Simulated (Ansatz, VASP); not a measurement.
# Two plane-wave programs on Be

```
Be
1.0
     2.26521    0.00000    0.00000
     1.13260    1.96173    0.00000
     0.00000    0.00000   24.89888
Be
6
Direct
  0.66667 0.66667 0.31695
  0.00000 0.00000 0.39103
  0.66667 0.66667 0.46368
  0.00000 0.00000 0.53632
  0.66667 0.66667 0.60897
  0.00000 0.00000 0.68305
```

Alike in both runs: functional PBE; k mesh 17 × 17 × 1; no spin polarisation.

Ansatz relaxed the structure, and its values are those at the end. VASP's run is a single point on that final structure, the one shown.

|  | VASP | Ansatz |
| --- | --- | --- |
| version | VASP 6.6.1 | Ansatz 0.2.0 |
| potentials or method | VASP PAW PBE potentials, release 64 (Be) | plane-wave PAW, scalar-relativistic |
| plane-wave cutoff (eV) | 520 | 420 |
| occupations | methfessel-paxton of order 1, width 0.1 eV | cold, width 0.1 eV |
| valence electrons in the cell | 12 | 12 |

Ansatz gave:

* rms of the force components (eV/Å): 0.001

**Question.** Estimate VASP's values.

**Answer.** rms of the force components (eV/Å): 0.007.
